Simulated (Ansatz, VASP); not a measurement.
# Fe: VASP and Ansatz over several settings

```
CELL_PARAMETERS angstrom
-1.47130 1.47130 1.47130
1.47130 -1.47130 1.47130
1.47130 1.47130 -1.47130
ATOMIC_POSITIONS crystal
Fe 0.00000 0.00000 0.00000
```

Single points on this cell with VASP 6.6.1 and Ansatz 0.2.0. Each row is one pair of runs. Alike in all rows: spin: collinear, typed start.

| level | k mesh | smearing | VASP's potentials, cutoff | Ansatz's potentials, cutoff | gap on the k mesh at the Fermi level (eV), VASP | gap on the k mesh at the Fermi level (eV), Ansatz | pressure (GPa), VASP | pressure (GPa), Ansatz | net moment per atom (μB), VASP | net moment per atom (μB), Ansatz |
| --- | --- | --- | --- | --- | --- | --- | --- | --- | --- | --- |
| PBEsol+D3(BJ) | 13 × 13 × 13 | methfessel-paxton of order 1, width 0.1 eV | VASP PAW PBE potentials, release 64 (Fe), 520 eV | SSSP efficiency PAW, 1225 eV | none | none | -23.8 | -24.2 | 2.56 | 2.52 |
| PBEsol-based screened hybrid | 7 × 7 × 7 | fermi-dirac, width 0.05 eV | VASP PAW PBE potentials, release 64 (Fe), 520 eV | Ansatz PAW, 420 eV | none | none | -10.1 | -10.5 | 2.89 | 2.89 |
| PBE | 13 × 13 × 13 | fermi-dirac, width 0.05 eV | VASP PAW PBE potentials, release 64 (Fe_sv), 600 eV | Ansatz PAW, 420 eV | none | none | -16.3 | -13.4 | 2.51 | 2.51 |
| PBEsol+D4 | 13 × 13 × 13 | fermi-dirac, width 0.05 eV | VASP PAW PBE potentials, release 64 (Fe), 520 eV | Ansatz PAW, 420 eV | none | none | -22.7 | -23.3 | 2.54 | 2.50 |

Pressure (GPa): the two programs differ by at most 2.94; net moment per atom (μB): the two programs differ by at most 0.034.

VASP's potentials hold 8 valence electrons a cell and Ansatz's 16 in some rows, so a difference there can come from the potentials and not from the codes.

A gap of «none» marks a metal or a gap that the smearing closes.

The k mesh is coarse in some rows, so the values compare programs but aren't converged. Noted on Ansatz's runs: the magnetic or orbital state may not be the lowest.
